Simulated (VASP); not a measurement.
# SrTe (Fm-3m) in VASP: further runs

SrTe is run at these levels: r2SCAN; tasks: single point.

Everything below comes from runs of VASP 6.6.1. Logs are shortened: lines on timing, memory, paths and dates and some standing lists are left out, and cuts for length are marked.

### 1 The cell of the first run

The structure is cubic, space group Fm-3m (No. 225). Conventional cell: a = 6.537 Å, b = 6.537 Å, c = 6.537 Å, α = 90.00°, β = 90.00°, γ = 90.00°. Within 4.3 Å of Sr (site symmetry m-3m) lie 6 Te at 3.27 Å. Te (site symmetry m-3m) has 6 Sr at 3.27 Å within 4.3 Å.

### 2 Single point, r2SCAN (34.92 Å³/atom)

File POSCAR:

```
SrTe
1.0
    0.0000000000      3.2685624801      3.2685624801
    3.2685624801      0.0000000000      3.2685624801
    3.2685624801      3.2685624801      0.0000000000
Sr Te
1 1
Direct
    0.5000000000      0.5000000000      0.5000000000
    0.0000000000      0.0000000000      0.0000000000
```

File INCAR.step1:

```
  PREC = Accurate
  ENCUT = 550
  ISMEAR = 0
  SIGMA = 0.05
  LREAL = F
  LASPH = T
  NELM = 120
  NBANDS = 15
  GGA = PE
  ALGO = Normal
  EDIFF = 1E-5
  LWAVE = T
  LCHARG = F
  GGA_COMPAT = F
```

File INCAR.step2:

```
  PREC = Accurate
  ENCUT = 550
  EDIFF = 1E-6
  ISMEAR = 0
  SIGMA = 0.05
  LREAL = F
  LASPH = T
  NELM = 120
  ALGO = Normal
  ISIF = 2
  LWAVE = F
  LCHARG = F
  METAGGA = R2SCAN
  LMIXTAU = T
  NBANDS = 15
  ISTART = 1
  GGA_COMPAT = F
```

File KPOINTS:

```
Automatic mesh
0
Gamma
  6 6 6
```

Potentials or basis: VASP PAW PBE potentials, release 64 (Sr_sv, Te).

On the command line:

```sh
$ cat potpaw_PBE.64/Sr_sv/POTCAR potpaw_PBE.64/Te/POTCAR > POTCAR
$ cp INCAR.step1 INCAR
$ mpirun -np 1 vasp_std > vasp.out
$ cp INCAR.step2 INCAR
$ mpirun -np 1 vasp_std > vasp.out
```

OUTCAR:

```text
PREC = Accurate
   ENCUT = 550
   EDIFF = 1E-6
   ISMEAR = 0
   LREAL = F
   LASPH = T
   NELM = 120
   ISIF = 2
   METAGGA = R2SCAN
   ISTART = 1

 ion  position               nearest neighbor table
   1  0.500  0.500  0.500-   2 3.27   2 3.27   2 3.27   2 3.27   2 3.27   2 3.27
   2  0.000  0.000  0.000-   1 3.27   1 3.27   1 3.27   1 3.27   1 3.27   1 3.27

  LATTYP: Found a face centered cubic cell.
 ALAT       =     6.5371249602

  Lattice vectors:

 A1 = (   0.0000000000,   3.2685624801,   3.2685624801)
 A2 = (   3.2685624801,   0.0000000000,   3.2685624801)
 A3 = (   3.2685624801,   3.2685624801,   0.0000000000)

Analysis of symmetry for initial positions (statically):
=====================================================================
 Subroutine PRICEL returns:
 Original cell was already a primitive cell.

 Routine SETGRP: Setting up the symmetry group for a
 face centered cubic supercell.

 Subroutine GETGRP returns: Found 48 space group operations
 (whereof 48 operations were pure point group operations)
 out of a pool of 48 trial point group operations.

The static configuration has the point symmetry O_h .

Analysis of symmetry for dynamics (positions and initial velocities):
=====================================================================
 Subroutine PRICEL returns:
 Original cell was already a primitive cell.

 Routine SETGRP: Setting up the symmetry group for a
 face centered cubic supercell.

 Subroutine GETGRP returns: Found 48 space group operations
 (whereof 48 operations were pure point group operations)
 out of a pool of 48 trial point group operations.

The dynamic configuration has the point symmetry O_h .

 Subroutine INISYM returns: Found 48 space group operations
 (whereof 48 operations are pure point group operations),
 and found     1 'primitive' translations

----------------------------------------------------------------------------------------

                                     Primitive cell

  volume of cell :      69.8394

  direct lattice vectors                    reciprocal lattice vectors
     0.000000000  3.268562480  3.268562480    -0.152972447  0.152972447  0.152972447
     3.268562480  0.000000000  3.268562480     0.152972447 -0.152972447  0.152972447
     3.268562480  3.268562480  0.000000000     0.152972447  0.152972447 -0.152972447

  length of vectors
     4.622445389  4.622445389  4.622445389     0.264956050  0.264956050  0.264956050

  position of ions in fractional coordinates (direct lattice)
     0.500000000  0.500000000  0.500000000
     0.000000000  0.000000000  0.000000000

  ion indices of the primitive-cell ions
   primitive index   ion index
                 1           1
                 2           2

----------------------------------------------------------------------------------------

 KPOINTS: Automatic mesh

Automatic generation of k-mesh.
 Grid dimensions read from file:
 generate k-points for:    6    6    6

 Generating k-lattice:

  Cartesian coordinates                     Fractional coordinates (reciprocal lattice)
    -0.025495408  0.025495408  0.025495408     0.166666667  0.000000000  0.000000000
     0.025495408 -0.025495408  0.025495408     0.000000000  0.166666667  0.000000000
     0.025495408  0.025495408 -0.025495408     0.000000000  0.000000000  0.166666667

  Length of vectors
     0.044159342  0.044159342  0.044159342

  Shift w.r.t. Gamma in fractional coordinates (k-lattice)
     0.000000000  0.000000000  0.000000000

 Subroutine IBZKPT returns following result:
 ===========================================

 Found     16 irreducible k-points:

 Following reciprocal coordinates:
            Coordinates               Weight
  0.000000  0.000000  0.000000      1.000000
  0.166667  0.000000  0.000000      8.000000
  0.333333  0.000000  0.000000      8.000000
  0.500000  0.000000  0.000000      4.000000
  0.166667  0.166667  0.000000      6.000000
  0.333333  0.166667  0.000000     24.000000
[... 8 lines left out ...]
 -0.333333  0.333333  0.166667     24.000000
 -0.333333  0.500000  0.166667     12.000000
   k-points           NKPTS =     16   k-points in BZ     NKDIM =     16   number of bands    NBANDS=     15
   number of dos      NEDOS =    301   number of ions     NIONS =      2
   total plane-waves  NPLWV =  46656
   dimension x,y,z NGX =    36 NGY =   36 NGZ =   36
   dimension x,y,z NGXF=    72 NGYF=   72 NGZF=   72
   ions per type =               1   1
   NGX,Y,Z   is equivalent  to a cutoff of  12.95, 12.95, 12.95 a.u.
   NGXF,Y,Z  is equivalent  to a cutoff of  25.89, 25.89, 25.89 a.u.
 SYSTEM =  unknown system
   PREC   = accura    normal or accurate (medium, high low for compatibility)
   ISTART =      1    job   : 0-new  1-cont  2-samecut
   ICHARG =      0    charge: 1-file 2-atom 10-const
   ISPIN  =      1    spin polarized calculation?
   LNONCOLLINEAR =      F non collinear calculations
   LSORBIT =      F    spin-orbit coupling
   LASPH  =      T    aspherical Exc in radial PAW
   ENCUT  =  550.0 eV  40.42 Ry    6.36 a.u.   8.84  8.84  8.84*2*pi/ulx,y,z
   NELM   =    120;   NELMIN=  2; NELMDL=  0     # of ELM steps
   EDIFF  = 0.1E-05   stopping-criterion for ELM
   LREAL  =      F    real-space projection
   EDIFFG = 0.1E-04   stopping-criterion for IOM
   NSW    =      0    number of steps for IOM
   IBRION =     -1    ionic relax: 0-MD 1-quasi-New 2-CG
   NFREE  =      0    steps in history (QN), initial steepest desc. (CG)
   ISIF   =      2    stress and relaxation
   ISYM   =      2    0-nonsym 1-usesym 2-fastsym
   POTIM  = 0.5000    time-step for ionic-motion
   TEBEG  =    0.0;   TEEND  =   0.0 temperature during run
   PSTRESS=    0.0 pullay stress
   NELECT =      16.0000    total number of electrons
   NUPDOWN=      -1.0000    fix difference up-down
   EMIN   =  10.00;   EMAX   =-10.00  energy-range for DOS
   EFERMI =   0.00;   METHOD = LEGACY
   ISMEAR =     0;   SIGMA  =   0.05  broadening in eV -4-tet -1-fermi 0-gaus
   EFERMI_NEDOS =   21; number of points for ismear=-14 and -15
   IALGO  =     38    algorithm
   IMIX   =      4    mixing-type and parameters
     AMIX     =   0.40;   BMIX     =  1.00
     AMIX_MAG =   1.60;   BMIX_MAG =  1.00
  volume/ion in A,a.u.               =      34.92       235.65
  Fermi-wavevector in a.u.,A,eV,Ry     =   1.001724  1.892984 13.652777  1.003451
  Thomas-Fermi vector in A             =   2.134165
   LORBIT       =      0    0 simple, 1 ext, 2 COOP (PROOUT), +10 PAW based schemes
   METAGGA = R2SCAN    functional components
   LHFCALC =     F    Hartree Fock is set to
   AEXX    =    0.0000 exact exchange contribution
   IVDW    =     0    specifies the selected vdW correction
   LEPSILON=     F    determine dielectric tensor
   LRPA    =     F    only Hartree local field effects (RPA)
 non-spin polarized calculation
 Gauss-broadening in eV      SIGMA  =   0.05
  energy-cutoff  :      550.00
  volume of cell :       69.84
 maximum number of plane-waves:      2085
   NGX = 17   NGY = 17   NGZ = 17

 number of electron      16.0000000 magnetization

 Free energy of the ion-electron system (eV)
  ---------------------------------------------------
  ext. energy  EPLUGINS =         0.00000000
  ---------------------------------------------------
  free energy    TOTEN  =       -44.54176431 eV

  energy without entropy =      -44.54176431  energy(sigma->0) =      -44.54176431

 E-fermi :   3.2662     XC(G=0):  -9.1339

 val. band max:        3.0523600242   @ k =   0.0000   0.0000   0.0000
 cond. band min:       4.9882808855   @ k =   0.5000   0.5000   0.0000
 fundamental gap:      1.9359208613
 Fermi energy:         3.2661765573

 k-point     1 :       0.0000    0.0000    0.0000
  band No.  band energies     occupation
      1     -32.6992      2.00000
      2     -14.0864      2.00000
      3     -14.0864      2.00000
      4     -14.0864      2.00000
      5      -7.4080      2.00000
      6       3.0524      2.00000
      7       3.0524      2.00000
      8       3.0524      2.00000
      9       6.7110      0.00000
     10       6.7110      0.00000
     11       6.7110      0.00000
     12       6.9552      0.00000
     13       7.4648      0.00000
     14       7.4648      0.00000
     15      11.1909      0.00000

 k-point     2 :       0.1667    0.0000    0.0000
  band No.  band energies     occupation
      1     -32.6977      2.00000
      2     -14.1304      2.00000
      3     -14.0877      2.00000
      4     -14.0877      2.00000
      5      -7.2278      2.00000
      6       1.9993      2.00000
      7       2.6485      2.00000
      8       2.6485      2.00000
      9       6.7186      0.00000
     10       7.1042      0.00000
     11       7.1042      0.00000
     12       8.2294      0.00000
     13       8.2593      0.00000
     14       8.2593      0.00000
     15      12.1247      0.00000

 k-point     3 :       0.3333    0.0000    0.0000
  band No.  band energies     occupation
      1     -32.6946      2.00000
      2     -14.2152      2.00000
      3     -14.0905      2.00000
      4     -14.0905      2.00000
      5      -6.8368      2.00000
      6       0.5946      2.00000
      7       2.0577      2.00000
      8       2.0577      2.00000
      9       6.9955      0.00000
     10       8.0805      0.00000
     11       8.0805      0.00000
     12       9.5884      0.00000
     13       9.9816      0.00000
     14       9.9816      0.00000
     15      12.3006      0.00000
[... 199 lines left out ...]
 k-point    15 :      -0.3333    0.3333    0.1667
  band No.  band energies     occupation
      1     -32.6914      2.00000
      2     -14.1996      2.00000
      3     -14.1452      2.00000
      4     -14.1166      2.00000
      5      -6.7150      2.00000
      6       0.7650      2.00000
      7       1.4558      2.00000
      8       1.7699      2.00000
      9       7.5075      0.00000
     10       7.5397      0.00000
     11       8.9802      0.00000
     12       9.6644      0.00000
     13       9.7193      0.00000
     14      10.9260      0.00000
     15      12.4966      0.00000

 k-point    16 :      -0.3333    0.5000    0.1667
  band No.  band energies     occupation
      1     -32.6909      2.00000
      2     -14.1790      2.00000
      3     -14.1465      2.00000
      4     -14.1397      2.00000
      5      -6.7805      2.00000
      6       1.1088      2.00000
      7       1.6027      2.00000
      8       1.6937      2.00000
      9       6.2733      0.00000
     10       8.2329      0.00000
     11       8.6766      0.00000
     12       9.5325      0.00000
     13       9.9504      0.00000
     14      10.4851      0.00000
     15      12.5126      0.00000

------------------------ aborting loop because EDIFF is reached ----------------------------------------

  FORCE on cell =-STRESS in cart. coord.  units (eV):
  Direction    XX          YY          ZZ          XY          YZ          ZX
  --------------------------------------------------------------------------------------
  -------------------------------------------------------------------------------------
  Total        1.4261387      1.4261387      1.4261387      0.0000000     -0.0000000      0.0000000
  in kB       32.7168867     32.7168867     32.7168867      0.0000000     -0.0000000      0.0000000
  external PRESSURE =      32.7168867 kB  Pullay stress =       0.0000000 kB

 VOLUME and BASIS-vectors are now :
 -----------------------------------------------------------------------------
  energy-cutoff  :      550.00
  volume of cell :       69.84
      direct lattice vectors                 reciprocal lattice vectors
     0.000000000  3.268562480  3.268562480    -0.152972447  0.152972447  0.152972447
     3.268562480  0.000000000  3.268562480     0.152972447 -0.152972447  0.152972447
     3.268562480  3.268562480  0.000000000     0.152972447  0.152972447 -0.152972447

 POSITION                                       TOTAL-FORCE (eV/Angst)
 -----------------------------------------------------------------------------------
      3.26856      3.26856      3.26856        -0.000000     -0.000000      0.000000
      0.00000      0.00000      0.00000         0.000000      0.000000     -0.000000
 -----------------------------------------------------------------------------------
    total drift:                                0.000000      0.000000      0.000000

  FREE ENERGIE OF THE ION-ELECTRON SYSTEM (eV)
  ---------------------------------------------------
  free  energy   TOTEN  =       -44.5417643089 eV

  energy  without entropy=      -44.5417643089  energy(sigma->0) =      -44.54176431
```

Wall time 99 s (1 thread of Intel Xeon 8259CL, shared host); peak memory 0.23 GiB.

What came out:

- Free energy: -44.5418 eV
- Pressure: 3.3 GPa
- Band gap on the k mesh: 1.94 eV (least direct gap 2.74 eV)

Caveat: the cell stands under pressure; the PAW data sets were made with another functional, which shifts forces and pressure a little; spin-orbit coupling is left out, which moves the levels of the heavy elements. A k mesh can miss the band edges.

### 3 Single point, r2SCAN (36.19 Å³/atom)

This run uses another cell than the first one, of 36.19 Å³/atom.

File POSCAR:

```
SrTe
1.0
    0.0000000000      3.3077672378      3.3077672378
    3.3077672378      0.0000000000      3.3077672378
    3.3077672378      3.3077672378      0.0000000000
Sr Te
1 1
Direct
    0.5000000000      0.5000000000      0.5000000000
    0.0000000000      0.0000000000      0.0000000000
```

File INCAR.step1:

```
PREC = Accurate ; ENCUT = 550
ISMEAR = 0 ; SIGMA = 0.05
LREAL = False ; LASPH = True
NELM = 120 ; NBANDS = 15
GGA = PE ; ALGO = Normal
EDIFF = 1E-5 ; LWAVE = True
LCHARG = False ; GGA_COMPAT = False
```

File INCAR.step2:

```
PREC = Accurate ; ENCUT = 550
EDIFF = 1E-6 ; ISMEAR = 0
SIGMA = 0.05 ; LREAL = False
LASPH = True ; NELM = 120
ALGO = Normal ; ISIF = 2
LWAVE = False ; LCHARG = False
METAGGA = R2SCAN ; LMIXTAU = True
NBANDS = 15 ; ISTART = 1
GGA_COMPAT = False
```

KPOINTS is that of step 2.

Potentials or basis: VASP PAW PBE potentials, release 64 (Sr_sv, Te).

On the command line:

```sh
$ cat potpaw_PBE.64/Sr_sv/POTCAR potpaw_PBE.64/Te/POTCAR > POTCAR
$ cp INCAR.step1 INCAR
$ mpirun -np 1 vasp_std > vasp.out
$ cp INCAR.step2 INCAR
$ mpirun -np 1 vasp_std > vasp.out
```

It took 2.1 min on 1 thread of Intel Xeon 8259CL, shared host; peak memory 0.23 GiB.

It converged, with:

| Property | Result |
| --- | --- |
| Free energy | -44.5807 eV |
| Pressure | 1.7 GPa |
| Band gap on the k mesh | 2.04 eV (least direct gap 2.81 eV) |

Levels at points of the mesh, in eV from the valence-band top:
| k point | band 5 | band 6 | band 7 | band 8 | band 9 | band 10 | band 11 | band 12 |
| --- | --- | --- | --- | --- | --- | --- | --- | --- |
| (0.00, 0.00, 0.00) | -10.34 | 0.00 | 0.00 | 0.00 | 3.70 | 3.70 | 3.70 | 3.72 |
| (0.50, 0.00, 0.00) | -9.63 | -2.90 | -1.15 | -1.15 | 4.41 | 5.79 | 5.95 | 5.95 |
| (0.50, 0.50, 0.00) | -9.84 | -2.06 | -0.77 | -0.77 | 2.04 | 4.67 | 5.38 | 6.79 |

Caveat: the PAW data sets were made with another functional, which shifts forces and pressure a little; spin-orbit coupling is left out, which moves the levels of the heavy elements.
